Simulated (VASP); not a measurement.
Runs of VASP 6.6.1 on Ni. The structure is that of space group Pm-3m (No. 221), or close to it. The cells are those of the table. 

```csv
spin,cell,k mesh,cutoff (eV),gap on the mesh (eV),pressure (GPa)
off,"a = 2.295 Å, 1 atom",15 × 15 × 15,520,none,(a)
"collinear, ferromagnetic start","a = 2.328 Å, 1 atom",7 × 7 × 7,600,none,-0.6
off,"a = 2.327 Å, 1 atom",14 × 14 × 14,520,none,0.0
off,"a = 2.327 Å, 1 atom",22 × 22 × 22,600,none,-0.1
off,"a = 2.327 Å, 1 atom",7 × 7 × 7,520,none,(b)
```

Alike in all rows: task single point; level PBE; potentials or basis VASP PAW PBE potentials, release 64 (Ni); smearing fermi-dirac 0.1 eV.

Task: Fill in the values left out.

Result: (a) 6.3; (b) -0.5.

Caveats: some runs use coarse meshes.

A gap of «none» marks levels without a gap at the run's occupations.
